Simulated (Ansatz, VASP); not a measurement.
## One calculation of BAs, two programs

```xyz
2
Lattice="0.0000 2.3885 2.3885 2.2930 0.0000 2.3885 2.2930 2.3885 0.0000" Properties=species:S:1:pos:R:3 pbc="T T T"
B     0.0000    0.0000    0.0000
As    3.4394    3.5827    3.5827
```

Change from the starting cell: strain -0.0400 x Voigt [1, 0, 0, 0, 0, 0], atoms carried along.

Alike in both runs: task single point; functional LDA; k mesh 10 × 10 × 10; occupations fermi-dirac, width 0.2 eV; no spin polarisation.

|  | VASP | Ansatz |
| --- | --- | --- |
| version | VASP 6.6.1 | Ansatz 0.2.0 |
| potentials or method | VASP PAW LDA potentials, release 64 (B, As), cutoff 500 eV | scalar-relativistic, plane waves, PAW |
| valence electrons in the cell | 8 | 18 |

```csv
,VASP,Ansatz,Ansatz less VASP
gap on the k mesh at the Fermi level (eV),0.47,0.48,+0.008
least direct gap on the mesh (eV),2.88,2.88,+0.003
pressure (GPa),2.9,1.9,-1.01
"traceless stress, the component that is largest in VASP (GPa)",5.32,5.36,+0.041
```

LDA's correlation is that of Perdew and Zunger in VASP and of Perdew and Wang (1992) in Ansatz. VASP's potentials hold 8 valence electrons a cell and Ansatz's 18, so a difference there can come from the potentials and not from the codes.
